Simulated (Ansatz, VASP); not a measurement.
Rb in VASP and in Ansatz

INCAR

```
SYSTEM = Rb
PREC = Accurate
ENCUT = 520
EDIFF = 1E-6
ISMEAR = 1
SIGMA = 0.0578
LREAL = .False.
LASPH = .True.
NELM = 60
ALGO = Normal
ISIF = 2
LWAVE = .False.
LCHARG = .True.
GGA = PE
LELF = .True.
LVHAR = .True.
NBANDS = 16
```

KPOINTS

```
Automatic mesh
0
Gamma
  11 11 5
  0 0 0
```

Contents of POSCAR:

```
Rb
1.0
    3.6334920000      0.0000000000      0.0000000000
    1.8167400000      3.1467000000      0.0000000000
    0.0000000000      0.0000000000      6.8521580000
Rb
2
Direct
    0.6666600000      0.6666700000      0.2500000000
    0.3333300000      0.3333300000      0.7500000000
```

Input for Ansatz:

```yaml
crystal:
  lattice:
    - [3.633492, 0.0, 0.0]
    - [1.81674, 3.1467, 0.0]
    - [0.0, 0.0, 6.852158]
  atoms:
    - { symbol: Rb, position: [0.66666, 0.66667, 0.25] }
    - { symbol: Rb, position: [0.33333, 0.33333, 0.75] }
  symmetry: { tolerance: 0.0003 }
kpoints:
  mp_grid: { grid: [11, 11, 5], shift: [0, 0, 0] }
magnetization:
  spin_polarized: false
scf:
  occupations: { method: methfessel_paxton, width: 0.0578 }
  lower_state_search: "off"
  max_iter: 200
hamiltonian:
  pseudopotentials: { kind: paw }
  xc: pbe
basis:
  ecutwfc: 420
  fft_grid_basis: typed
output:
  forces: true
  stress: true
  eigenvalues: true
  bader: true
  populations: true
  elf: true
  write_potential: true
  volumetric_format: npy
  dos:
    e_range: [-12, 8]
    de: 0.05
    projected: { site_lists: { Rb: [Rb] } }
checkpoint:
  read: saved_state
```

Alike in both runs: task single point; functional PBE; k mesh 11 × 11 × 5; occupations methfessel-paxton of order 1, width 0.0578 eV; no spin polarisation.

|  | VASP | Ansatz |
| --- | --- | --- |
| version | VASP 6.6.1 | Ansatz 0.2.0 |
| potentials or method | VASP PAW PBE potentials, release 64 (Rb_sv), cutoff 520 eV | PAW plane waves |
| valence electrons in the cell | 18 | 18 |

|  | VASP | Ansatz | Ansatz less VASP |
| --- | --- | --- | --- |
| pressure (GPa) | 9.9 | 9.9 | -0.01 |
| traceless stress, the component that is largest in VASP (GPa) | -2.15 | -2.13 | +0.017 |

Ansatz's warnings: structure snapped to symmetry.
